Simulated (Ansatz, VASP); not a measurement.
## Fe: VASP beside Ansatz

```
Fe
1.0
     4.10032    0.00000    0.00000
    -2.05016    3.55098    0.00000
     0.00000    0.00000    2.33084
Fe
3
Direct
  0.00000 0.00000 0.00000
  0.33333 0.66667 0.50000
  0.66667 0.33333 0.50000
```

Alike in both runs: task single point; functional PBEsol; k mesh 12 × 12 × 18; occupations fermi-dirac, width 0.05 eV; collinear spin.

|  | VASP | Ansatz |
| --- | --- | --- |
| version | VASP 6.6.1 | Ansatz 0.2.0 |
| potentials or method | VASP PAW PBE potentials, release 64 (Fe), cutoff 520 eV | plane waves (420 eV) with PAW, scalar-relativistic |
| valence electrons in the cell | 24 | 48 |

|  | VASP | Ansatz | Ansatz less VASP |
| --- | --- | --- | --- |
| net moment per atom (μB) | 1.23 | 2.33 | +1.102 |
| size of the moment on the site where the two differ most (μB) | 0.52 | 2.47 | +1.954 |

The net moments are unlike, so the other rows may belong to different states. VASP's potentials were made for PBE, not for PBEsol, and Ansatz warns of the same on its side. Site moments also hang on the region over which each program counts them. VASP's potentials hold 24 valence electrons a cell and Ansatz's 48, so a difference there can come from the potentials and not from the codes.
